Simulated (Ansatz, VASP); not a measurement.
# Two plane-wave programs on W

```
W
1.0
     0.00000    1.86760    2.11120
     1.86760    0.00000    2.11120
     1.86760    1.86760    0.00000
W
1
Direct
  0.00000 0.00000 0.00000
```

Change from the starting cell: strain -0.080 along x and y, +0.040 along z, atoms carried along.

Alike in both runs: task single point; functional PBEsol; k mesh 20 × 20 × 20; occupations gaussian, width 0.15 eV; no spin polarisation.

|  | VASP | Ansatz |
| --- | --- | --- |
| version | VASP 6.6.1 | Ansatz 0.2.0 |
| potentials or method | VASP PAW PBE potentials, release 64 (W_sv), cutoff 520 eV | scalar-relativistic, plane waves, PAW |
| valence electrons in the cell | 14 | 14 |

```csv
,VASP,Ansatz,Ansatz less VASP
gap on the k mesh at the Fermi level (eV),none,none,-
pressure (GPa),30.7,29.5,-1.14
"traceless stress, the component that is largest in VASP (GPa)",5.91,5.87,-0.040
```

VASP's potentials were made for PBE, not for PBEsol. A gap of «none» marks a metal or a gap that the smearing closes. Both programs put the cell under a high pressure, so it lies far from rest at this level. The functional is the same, so the differences come from potentials, cutoffs and numerics.

Neither program's run includes spin-orbit coupling.
